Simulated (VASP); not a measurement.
# Si (P6/mmm) in VASP: notebook

Si is run at these levels: r2SCAN; tasks: single point.

All numbers are computed with VASP 6.6.1; they aren't measurements. Logs are shortened: lines on timing, memory, paths and dates and some standing lists are left out, and cuts for length are marked.

## 1. The cell of the first run

It takes space group P6/mmm (No. 191, hexagonal). The conventional cell has a = 2.629 Å, b = 2.629 Å, c = 2.556 Å, α = 90.00°, β = 90.00°, γ = 120.00°. Si (site symmetry 6/mmm) has 8 Si at 2.56 to 2.63 Å within 3.4 Å.

This isn't the form of Si at room conditions, which is diamond.

## 2. Single point, r2SCAN (strain +0.000 along x and y, +0.025 along z)

POSCAR

```
Si
1.0
    2.6290009028      0.0000000000      0.0000000000
   -1.3145004514      2.2767815684      0.0000000000
    0.0000000000      0.0000000000      2.5561440493
Si
1
Direct
    0.0000000000      0.0000000000      0.0000000000
```

INCAR.step1

```
ALGO = Normal ; EDIFF = 1E-4
ENCUT = 520 ; GGA = PE
ISMEAR = 0 ; LASPH = T
LCHARG = F ; LREAL = F
LWAVE = T ; NBANDS = 8
NELM = 100 ; PREC = Accurate
SIGMA = 0.15
```

INCAR.step2

```
ALGO = Normal ; EDIFF = 1E-6
ENCUT = 520 ; ISIF = 2
ISMEAR = 0 ; ISTART = 1
LASPH = T ; LCHARG = T
LELF = T ; LMIXTAU = T
LREAL = F ; LVHAR = T
LWAVE = F ; METAGGA = R2SCAN
NBANDS = 8 ; NELM = 100
PREC = Accurate ; SIGMA = 0.15
```

KPOINTS

```
k-points
0
Gamma
  24 24 24
```

Potentials or basis: VASP PAW PBE potentials, release 64 (Si).

Command:

```bash
> cat potpaw_PBE.64/Si/POTCAR > POTCAR
> cp INCAR.step1 INCAR
> mpirun -np 1 vasp_std > vasp.out
> cp INCAR.step2 INCAR
> mpirun -np 1 vasp_std > vasp.out
```

OUTCAR:

```text
EDIFF = 1E-6
   ENCUT = 520
   ISIF = 2
   ISMEAR = 0
   ISTART = 1
   LASPH = T
   LREAL = F
   METAGGA = R2SCAN
   NELM = 100
   PREC = Accurate

 ion  position               nearest neighbor table
   1  0.000  0.000  0.000-

  LATTYP: Found a hexagonal cell.
 ALAT       =     2.6290009028
 C/A-ratio  =     0.9722872467

  Lattice vectors:

 A1 = (   2.6290009028,   0.0000000000,   0.0000000000)
 A2 = (  -1.3145004514,   2.2767815684,   0.0000000000)
 A3 = (   0.0000000000,   0.0000000000,   2.5561440493)

Analysis of symmetry for initial positions (statically):
=====================================================================
 Subroutine PRICEL returns:
 Original cell was already a primitive cell.

 Routine SETGRP: Setting up the symmetry group for a
 hexagonal supercell.

 Subroutine GETGRP returns: Found 24 space group operations
 (whereof 24 operations were pure point group operations)
 out of a pool of 24 trial point group operations.

The static configuration has the point symmetry D_6h.

Analysis of symmetry for dynamics (positions and initial velocities):
=====================================================================
 Subroutine PRICEL returns:
 Original cell was already a primitive cell.

 Routine SETGRP: Setting up the symmetry group for a
 hexagonal supercell.

 Subroutine GETGRP returns: Found 24 space group operations
 (whereof 24 operations were pure point group operations)
 out of a pool of 24 trial point group operations.

The dynamic configuration has the point symmetry D_6h.

 Subroutine INISYM returns: Found 24 space group operations
 (whereof 24 operations are pure point group operations),
 and found     1 'primitive' translations

----------------------------------------------------------------------------------------

                                     Primitive cell

  volume of cell :      15.3002

  direct lattice vectors                    reciprocal lattice vectors
     2.629000903  0.000000000  0.000000000     0.380372635  0.219608243  0.000000000
    -1.314500451  2.276781568  0.000000000     0.000000000  0.439216486  0.000000000
     0.000000000  0.000000000  2.556144049     0.000000000  0.000000000  0.391214259

  length of vectors
     2.629000903  2.629000903  2.556144049     0.439216486  0.439216486  0.391214259

  position of ions in fractional coordinates (direct lattice)
     0.000000000  0.000000000  0.000000000

  ion indices of the primitive-cell ions
   primitive index   ion index
                 1           1

----------------------------------------------------------------------------------------

 KPOINTS: k-points

Automatic generation of k-mesh.
 Grid dimensions read from file:
 generate k-points for:   24   24   24

 Generating k-lattice:

  Cartesian coordinates                     Fractional coordinates (reciprocal lattice)
     0.015848860  0.009150343  0.000000000     0.041666667 -0.000000000  0.000000000
     0.000000000  0.018300687  0.000000000     0.000000000  0.041666667  0.000000000
     0.000000000  0.000000000  0.016300594     0.000000000  0.000000000  0.041666667

  Length of vectors
     0.018300687  0.018300687  0.016300594

  Shift w.r.t. Gamma in fractional coordinates (k-lattice)
     0.000000000  0.000000000  0.000000000

 Subroutine IBZKPT returns following result:
 ===========================================

 Found    793 irreducible k-points:

 Following reciprocal coordinates:
            Coordinates               Weight
  0.000000  0.000000  0.000000      1.000000
  0.041667  0.000000  0.000000      6.000000
  0.083333  0.000000  0.000000      6.000000
  0.125000  0.000000  0.000000      6.000000
  0.166667  0.000000  0.000000      6.000000
  0.208333  0.000000  0.000000      6.000000
[... 16 lines left out ...]
  0.416667  0.041667  0.000000     12.000000
  0.458333  0.041667  0.000000     12.000000
 [... further k-points ...]
   k-points           NKPTS =    793   k-points in BZ     NKDIM =    793   number of bands    NBANDS=      8
   number of dos      NEDOS =    301   number of ions     NIONS =      1
   total plane-waves  NPLWV =   8000
   dimension x,y,z NGX =    20 NGY =   20 NGZ =   20
   dimension x,y,z NGXF=    40 NGYF=   40 NGZF=   40
   ions per type =               1
   NGX,Y,Z   is equivalent  to a cutoff of  12.65, 12.65, 13.01 a.u.
   NGXF,Y,Z  is equivalent  to a cutoff of  25.29, 25.29, 26.02 a.u.
 SYSTEM =  unknown system
   PREC   = accura    normal or accurate (medium, high low for compatibility)
   ISTART =      1    job   : 0-new  1-cont  2-samecut
   ICHARG =      0    charge: 1-file 2-atom 10-const
   ISPIN  =      1    spin polarized calculation?
   LNONCOLLINEAR =      F non collinear calculations
   LSORBIT =      F    spin-orbit coupling
   LASPH  =      T    aspherical Exc in radial PAW
   ENCUT  =  520.0 eV  38.22 Ry    6.18 a.u.   4.89  4.89  4.75*2*pi/ulx,y,z
   NELM   =    100;   NELMIN=  2; NELMDL=  0     # of ELM steps
[... 112 lines left out ...]
  band No.  band energies     occupation
      1      -4.1035      2.00000
      2      12.0964      0.00000
      3      17.0351      0.00000
      4      17.3775      0.00000
      5      17.5233      0.00000
      6      22.4665      0.00000
      7      27.9227      0.00000
      8      31.6773      0.00000

 k-point     7 :       0.2500    0.0000    0.0000
  band No.  band energies     occupation
      1      -3.5438      2.00000
      2      10.4710      0.00000
      3      16.4663      0.00000
      4      17.2495      0.00000
      5      17.8540      0.00000
      6      22.7589      0.00000
      7      29.4339      0.00000
      8      30.3262      0.00000

 k-point     8 :       0.2917    0.0000    0.0000
  band No.  band energies     occupation
      1      -2.8847      2.00000
      2       8.8720      1.99328
      3      15.9829      0.00000
      4      16.9870      0.00000
      5      18.4121      0.00000
      6      23.2117      0.00000
      7      28.9881      0.00000
      8      31.0079      0.00000

 k-point     9 :       0.3333    0.0000    0.0000
  band No.  band energies     occupation
      1      -2.1277      2.00000
      2       7.3277      2.00000
      3      15.5865      0.00000
      4      16.7456      0.00000
      5      19.0463      0.00000
      6      23.8104      0.00000
      7      27.6917      0.00000
      8      32.1294      0.00000

 k-point    10 :       0.3750   -0.0000    0.0000
  band No.  band energies     occupation
      1      -1.2749      2.00000
      2       5.8539      2.00000
      3      15.2777      0.00000
      4      16.5406      0.00000
      5      19.7457      0.00000
      6      24.5354      0.00000
      7      26.4641      0.00000
      8      31.1021      0.00000
[... 78 lines left out ...]
 k-point    18 :       0.2083    0.0417    0.0000
  band No.  band energies     occupation
      1      -3.7980      2.00000
      2      11.3109      0.00000
      3      15.6664      0.00000
      4      17.6378      0.00000
      5      18.3388      0.00000
      6      22.7464      0.00000
      7      28.3484      0.00000
      8      30.9931      0.00000

 k-point    19 :       0.2500    0.0417    0.0000
  band No.  band energies     occupation
      1      -3.1885      2.00000
      2       9.6982      0.00000
      3      15.1550      0.00000
      4      18.1110      0.00000
      5      18.1553      0.00000
      6      23.0800      0.00000
      7      29.6602      0.00000
      8      29.8374      0.00000

 k-point    20 :       0.2917    0.0417    0.0000
  band No.  band energies     occupation
      1      -2.4804      2.00000
      2       8.1261      2.00000
      3      14.7265      0.00000
      4      17.8835      0.00000
      5      18.7520      0.00000
      6      23.5800      0.00000
      7      28.3500      0.00000
      8      31.2850      0.00000

 k-point    21 :       0.3333    0.0417    0.0000
  band No.  band energies     occupation
      1      -1.6753      2.00000
      2       6.6166      2.00000
      3      14.3813      0.00000
      4      17.6751      0.00000
      5      19.4202      0.00000
      6      24.2266      0.00000
      7      27.0912      0.00000
      8      31.5465      0.00000

 k-point    22 :       0.3750    0.0417    0.0000
  band No.  band energies     occupation
      1      -0.7761      2.00000
      2       5.1829      2.00000
      3      14.1209      0.00000
      4      17.5038      0.00000
      5      20.1428      0.00000
      6      24.9940      0.00000
      7      25.9153      0.00000
      8      30.5524      0.00000

 k-point    23 :       0.4167    0.0417    0.0000
  band No.  band energies     occupation
      1       0.2102      2.00000
      2       3.8379      2.00000
      3      13.9465      0.00000
      4      17.3828      0.00000
      5      20.8719      0.00000
      6      24.8793      0.00000
      7      25.8420      0.00000
      8      29.4549      0.00000

 k-point    24 :       0.4583    0.0417    0.0000
  band No.  band energies     occupation
      1       1.2391      2.00000
      2       2.6289      2.00000
      3      13.8591      0.00000
      4      17.3204      0.00000
      5      21.4419      0.00000
      6      24.1546      0.00000
      7      26.6289      0.00000
      8      28.5284      0.00000

 [... further k-points ...]
[... 5 lines left out ...]
  --------------------------------------------------------------------------------------
  -------------------------------------------------------------------------------------
  Total       -0.0043796     -0.0043796     -0.7910357      0.0000000      0.0000000      0.0000000
  in kB       -0.4586193     -0.4586193    -82.8341169      0.0000000      0.0000000      0.0000000
  external PRESSURE =     -27.9171185 kB  Pullay stress =       0.0000000 kB

 VOLUME and BASIS-vectors are now :
 -----------------------------------------------------------------------------
  energy-cutoff  :      520.00
  volume of cell :       15.30
      direct lattice vectors                 reciprocal lattice vectors
     2.629000903  0.000000000  0.000000000     0.380372635  0.219608243  0.000000000
    -1.314500451  2.276781568  0.000000000     0.000000000  0.439216486  0.000000000
     0.000000000  0.000000000  2.556144049     0.000000000  0.000000000  0.391214259

 POSITION                                       TOTAL-FORCE (eV/Angst)
 -----------------------------------------------------------------------------------
      0.00000      0.00000      0.00000         0.000000      0.000000      0.000000
 -----------------------------------------------------------------------------------
    total drift:                               -0.000000      0.000000      0.000000

  FREE ENERGIE OF THE ION-ELECTRON SYSTEM (eV)
  ---------------------------------------------------
  free  energy   TOTEN  =        -8.3161925855 eV

  energy  without entropy=       -8.3122467780  energy(sigma->0) =       -8.31421968
```

Run time: 3.2 min. Hardware: 1 thread of Intel Xeon Platinum 8488C (Sapphire Rapids), shared host; peak memory 0.18 GiB.

What came out:

```
Free energy            : -8.3162 eV
Pressure               : -2.8 GPa
Band gap on the k mesh : zero (bands 2 and 3 overlap by 11.73 eV)
```

Stress tensor (GPa, compression positive):
```
-0.05  0.00  0.00
 0.00 -0.05  0.00
 0.00  0.00 -8.28
```

Levels at points of the mesh, in eV from the Fermi level:
```csv
k point,band 1,band 2,band 3,band 4,band 5
"(0.00, 0.00, 0.00)",-14.54,7.12,7.51,11.25,11.25
"(0.50, 0.00, 0.00)",-7.64,-6.91,5.72,7.10,12.35
"(0.00, 0.00, 0.50)",-10.03,-7.31,14.64,14.64,15.66
"(0.50, 0.00, 0.50)",-3.43,-2.23,-1.99,1.94,9.12
```

Caveat: the cell differs from its parent crystal (strain +0.000 along x and y, +0.025 along z); the stress differs along the axes, from -8 to -0 GPa; the PAW data sets were made with another functional, which shifts forces and pressure a little.

## 3. Single point, r2SCAN (strain +0.025 along x and y, -0.025 along z)

POSCAR

```
Si
1.0
    2.6947259254      0.0000000000      0.0000000000
   -1.3473629627      2.3337011076      0.0000000000
    0.0000000000      0.0000000000      2.4314540957
Si
1
Direct
    0.0000000000      0.0000000000      0.0000000000
```

INCAR.step1

```
SYSTEM = Si
PREC     = Accurate       ! precision mode
ENCUT    = 520            ! plane-wave cutoff, eV
ISMEAR   = 0              ! smearing method
SIGMA    = 0.15           ! smearing width, eV
LREAL    = .FALSE.        ! projectors in reciprocal space
LASPH    = .TRUE.         ! aspherical terms in the spheres
NELM     = 60             ! most SCF steps
NBANDS   = 8              ! bands
GGA      = PE             ! functional
ALGO     = Normal         ! electronic algorithm
EDIFF    = 1E-4           ! SCF threshold, eV
LWAVE    = .TRUE.         ! write WAVECAR
LCHARG   = .FALSE.        ! write CHGCAR
```

INCAR.step2

```
SYSTEM = Si
PREC     = Accurate       ! precision mode
ENCUT    = 520            ! plane-wave cutoff, eV
EDIFF    = 1E-6           ! SCF threshold, eV
ISMEAR   = 0              ! smearing method
SIGMA    = 0.15           ! smearing width, eV
LREAL    = .FALSE.        ! projectors in reciprocal space
LASPH    = .TRUE.         ! aspherical terms in the spheres
NELM     = 60             ! most SCF steps
ALGO     = Normal         ! electronic algorithm
ISIF     = 2              ! what is computed and relaxed
LWAVE    = .FALSE.        ! write WAVECAR
LCHARG   = .FALSE.        ! write CHGCAR
METAGGA  = R2SCAN         ! meta-GGA
LMIXTAU  = .TRUE.       
NBANDS   = 8              ! bands
ISTART   = 1
```

KPOINTS

```
Automatic mesh
0
G
  24 24 24
  0 0 0
```

Potentials or basis: VASP PAW PBE potentials, release 64 (Si).

Command:

```bash
> cat potpaw_PBE.64/Si/POTCAR > POTCAR
> cp INCAR.step1 INCAR
> mpirun -np 1 vasp_std > vasp.out
> cp INCAR.step2 INCAR
> mpirun -np 1 vasp_std > vasp.out
```

It took 3.5 min on 1 thread of Intel Xeon Platinum 8488C (Sapphire Rapids), shared host; peak memory 0.18 GiB.

It converged, with:

```
Free energy            : -8.3163 eV
Pressure               : -1.8 GPa
Band gap on the k mesh : zero (bands 2 and 3 overlap by 12.91 eV)
```

Stress tensor (GPa, compression positive):
```
-4.52  0.00  0.00
 0.00 -4.52  0.00
 0.00  0.00  3.51
```

Levels at points of the mesh, in eV from the Fermi level:
| k point | band 1 | band 2 | band 3 | band 4 | band 5 |
| --- | --- | --- | --- | --- | --- |
| (0.00, 0.00, 0.00) | -14.56 | 8.14 | 9.49 | 9.74 | 9.74 |
| (0.50, 0.00, 0.00) | -8.25 | -7.01 | 4.72 | 6.47 | 14.20 |
| (0.00, 0.00, 0.50) | -9.06 | -7.28 | 13.98 | 13.98 | 15.59 |
| (0.50, 0.00, 0.50) | -2.70 | -2.55 | -1.72 | 1.91 | 8.96 |

Caveat: the cell differs from its parent crystal (strain +0.025 along x and y, -0.025 along z); the stress differs along the axes, from -5 to 4 GPa; the PAW data sets were made with another functional, which shifts forces and pressure a little.

## 4. Single point, r2SCAN (strain +0.050 along x and y, -0.050 along z)

POSCAR

```
Si
1.0
    2.7604509479      0.0000000000      0.0000000000
   -1.3802254740      2.3906206468      0.0000000000
    0.0000000000      0.0000000000      2.3691091189
Si
1
Direct
    0.0000000000      0.0000000000      0.0000000000
```

INCAR.step1

```
PREC = Accurate ; ENCUT = 520
ISMEAR = 0 ; SIGMA = 0.15
LREAL = False ; LASPH = True
NELM = 100 ; NBANDS = 8
GGA = PE ; ALGO = Normal
EDIFF = 1E-4 ; LWAVE = True
LCHARG = False
```

INCAR.step2

```
PREC = Accurate ; ENCUT = 520
EDIFF = 1E-6 ; ISMEAR = 0
SIGMA = 0.15 ; LREAL = False
LASPH = True ; NELM = 100
ALGO = Normal ; ISIF = 2
LWAVE = False ; LCHARG = True
METAGGA = R2SCAN ; LMIXTAU = True
LELF = True ; LVHAR = True
NBANDS = 8 ; ISTART = 1
```

KPOINTS

```
regular mesh
0
Gamma
  24 24 24
```

Command:

```bash
> cat potpaw_PBE.64/Si/POTCAR > POTCAR
> cp INCAR.step1 INCAR
> mpirun -np 1 vasp_std > vasp.out
> cp INCAR.step2 INCAR
> mpirun -np 1 vasp_std > vasp.out
```

It took 3.3 min on 1 thread of Intel Xeon Platinum 8488C (Sapphire Rapids), shared host; peak memory 0.19 GiB.

It converged, with:

```
Free energy            : -8.2696 eV
Pressure               : -2.4 GPa
Band gap on the k mesh : zero (bands 2 and 3 overlap by 13.08 eV)
```

Stress tensor (GPa, compression positive):
```
-8.91  0.00  0.00
 0.00 -8.91  0.00
 0.00  0.00 10.52
```

Levels at points of the mesh, in eV from the Fermi level:
```tsv
k point	band 1	band 2	band 3	band 4	band 5	band 6	band 7
(0.00, 0.00, 0.00)	-14.35	8.33	8.58	8.58	11.05	11.77	11.77
(0.50, 0.00, 0.00)	-8.58	-6.89	4.01	6.06	15.29	17.91	18.25
(0.00, 0.00, 0.50)	-8.26	-7.05	13.31	13.31	15.29	15.29	15.49
(0.50, 0.00, 0.50)	-2.83	-2.08	-1.40	2.07	8.74	11.75	12.79
```

Caveat: the cell differs from its parent crystal (strain +0.050 along x and y, -0.050 along z); the stress differs along the axes, from -9 to 11 GPa; the PAW data sets were made with another functional, which shifts forces and pressure a little.

## 5. Single point, r2SCAN (strain +0.000 along x and y, +0.050 along z)

POSCAR

```
Si
1.0
    2.6290009028      0.0000000000      0.0000000000
   -1.3145004514      2.2767815684      0.0000000000
    0.0000000000      0.0000000000      2.6184890261
Si
1
Direct
    0.0000000000      0.0000000000      0.0000000000
```

INCAR.step1

```
SYSTEM = Si
  PREC = Accurate
  ENCUT = 520
  ISMEAR = 0
  SIGMA = 0.15
  LREAL = .False.
  LASPH = .True.
  NELM = 80
  NBANDS = 8
  GGA = PE
  ALGO = Normal
  EDIFF = 1E-4
  LWAVE = .True.
  LCHARG = .False.
```

INCAR.step2

```
SYSTEM = Si
  PREC = Accurate
  ENCUT = 520
  EDIFF = 1E-6
  ISMEAR = 0
  SIGMA = 0.15
  LREAL = .False.
  LASPH = .True.
  NELM = 80
  ALGO = Normal
  ISIF = 2
  LWAVE = .False.
  LCHARG = .False.
  METAGGA = R2SCAN
  LMIXTAU = .True.
  NBANDS = 8
  ISTART = 1
```

KPOINTS

```
Automatic mesh
0
Gamma
  24 24 24
  0 0 0
```

Command:

```bash
> cat potpaw_PBE.64/Si/POTCAR > POTCAR
> cp INCAR.step1 INCAR
> mpirun -np 1 vasp_std > vasp.out
> cp INCAR.step2 INCAR
> mpirun -np 1 vasp_std > vasp.out
```

Run time: 3.6 min. Hardware: 1 thread of Intel Xeon Platinum 8488C (Sapphire Rapids), shared host; peak memory 0.18 GiB.

The run converged. Its results:

```yaml
Free_energy: -8.2910 eV
Pressure: -4.9 GPa
Band_gap_on_the_k_mesh: zero (bands 2 and 3 overlap by 10.84 eV)
```

Stress tensor (GPa, compression positive):
```
 -0.87   0.00   0.00
  0.00  -0.87   0.00
  0.00   0.00 -13.10
```

Levels at points of the mesh, in eV from the Fermi level:
```tsv
k point	band 1	band 2	band 3	band 4	band 5	band 6
(0.00, 0.00, 0.00)	-14.33	6.29	7.23	11.46	11.46	13.37
(0.50, 0.00, 0.00)	-7.39	-6.73	5.92	7.27	11.53	14.13
(0.00, 0.00, 0.50)	-10.22	-7.13	14.49	14.49	15.56	15.56
(0.50, 0.00, 0.50)	-3.58	-2.45	-1.75	2.08	8.97	12.55
```

Caveat: the cell differs from its parent crystal (strain +0.000 along x and y, +0.050 along z); the stress differs along the axes, from -13 to -1 GPa; the PAW data sets were made with another functional, which shifts forces and pressure a little.

## 6. Summary

| cell | gap on the mesh (eV) | pressure (GPa) |
| --- | --- | --- |
| a = 2.629, b = 2.629, c = 2.556 Å, angles 90.0, 90.0, 120.0°, 1 atom | none | -2.8 |
| a = 2.695, b = 2.695, c = 2.431 Å, angles 90.0, 90.0, 120.0°, 1 atom | none | -1.8 |
| a = 2.760, b = 2.760, c = 2.369 Å, angles 90.0, 90.0, 120.0°, 1 atom | none | -2.4 |
| a = 2.629, b = 2.629, c = 2.618 Å, angles 90.0, 90.0, 120.0°, 1 atom | none | -4.9 |

Alike in all rows: task single point; level r2SCAN; potentials or basis VASP PAW PBE potentials, release 64 (Si); no spin polarisation; k mesh 24 × 24 × 24; cutoff (eV) 520; smearing gaussian 0.15 eV.

Caveats: the PAW data sets were made with another functional, which shifts forces and pressure a little; the stress differs along the axes, from -8 to -0 GPa (at least some runs); the stress differs along the axes, from -5 to 4 GPa (at least some runs); the stress differs along the axes, from -9 to 11 GPa (at least some runs); the stress differs along the axes, from -13 to -1 GPa (at least some runs).

Total energies depend on the potentials used, so only differences within one code and one set of settings carry meaning.
